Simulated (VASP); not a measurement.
Set up this calculation in VASP 6.6.1, as the native input.

```
Task                   : single point
Functional             : PBE
Dispersion             : D3(BJ)
Potentials or basis    : VASP PAW PBE potentials, release 64 (B, N)
Cutoff                 : 520 eV
k mesh                 : 12 × 12 × 4
Occupations            : gaussian, width 0.02 eV
Spin                   : no spin polarisation
Dipole correction      : no
Further INCAR settings : ALGO = Normal; EDIFF = 1e-06; NBANDS = 21
```

The structure of BN lies in POSCAR:

```
BN
1.0
    2.5061138137      0.0000000000      0.0000000000
   -1.2530569069      2.1703582275      0.0000000000
    0.3953860512      0.0000000000      9.8846512810
B N
3 3
Direct
    0.0000000000      0.0000000000      0.0003024559
    0.6666666667      0.3333333333      0.3336357892
    0.3333333333      0.6666666667      0.6669691226
    0.6666666667      0.3333333333      0.0005978774
    0.3333333333      0.6666666667      0.3339312108
    0.0000000000      0.0000000000      0.6672645441
```

This cell differs from its parent crystal: shear of c along a, cell held: +4.0 %, then relaxed in part.

These files were run (other wordings do the same):

INCAR

```
PREC = Accurate
ENCUT = 520
EDIFF = 1E-6
ISMEAR = 0
SIGMA = 0.02
LREAL = F
LASPH = T
NELM = 80
ALGO = Normal
ISIF = 2
LWAVE = F
LCHARG = F
GGA = PE
IVDW = 12
NBANDS = 21
```

KPOINTS

```
regular mesh
0
Gamma
  12 12 4
```

Potentials or basis: VASP PAW PBE potentials, release 64 (B, N).

Run with:

```sh
$ cat potpaw_PBE.64/B/POTCAR potpaw_PBE.64/N/POTCAR > POTCAR
$ mpirun -np 1 vasp_std > vasp.out
```

Results of the run:

- Pressure: 0.1 GPa
- Band gap on the k mesh: 4.03 eV
- Dispersion energy per atom: -0.142 eV

Caveat: the cell differs from its parent crystal (shear of c along a, cell held: +4.0 %, then relaxed in part).

Wall time 4.7 min on 1 thread of Intel Xeon 6975P-C, on a shared host, peak memory 0.37 GiB.
